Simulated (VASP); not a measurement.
Runs of VASP 6.6.1 on HfC. The structure is that of space group Fm-3m (No. 225), or close to it. The cells are those of the table. 

```tsv
task	cell	cutoff (eV)	ions in elastic constants	gap on the mesh (eV)	pressure (GPa)
single point	a = 3.229 Å, angles 60.0°, 2 atoms	520	-	none	6.8
relaxation of cell and atoms	relaxed to 2 GPa from a = 3.258 Å, angles 60.0°, 2 atoms	600	-	none	2.0
single point	a = 3.217 Å, angles 60.0°, 2 atoms	520	-	none	(b)
single point	a = 3.241 Å, angles 60.0°, 2 atoms	520	-	none	(a)
relaxation of cell and atoms	relaxed to 1 GPa from a = 3.258 Å, angles 60.0°, 2 atoms	600	-	none	1.0
single point	a = 3.249 Å, angles 60.0°, 2 atoms	520	-	none	1.7
single point	a = 3.258 Å, angles 60.0°, 2 atoms	520	-	none	-0.4
```

Alike in all rows: level PBEsol; potentials or basis VASP PAW PBE potentials, release 64 (Hf_pv, C); no spin polarisation; k mesh 18 × 18 × 18; smearing fermi-dirac 0.1 eV.

Question: Estimate the missing entries.

Answer: (a) 3.7; (b) 9.9.

Caveats: the PAW data sets were made with another functional, which shifts forces and pressure a little; spin-orbit coupling is left out, which moves the levels of the heavy elements; the cell is relaxed towards a set pressure, so the enthalpy falls and the energy may rise (some runs).

A k mesh can miss the band edges, and the runs leave out spin-orbit coupling on Hf.

A gap of «none» marks levels without a gap at the run's occupations.
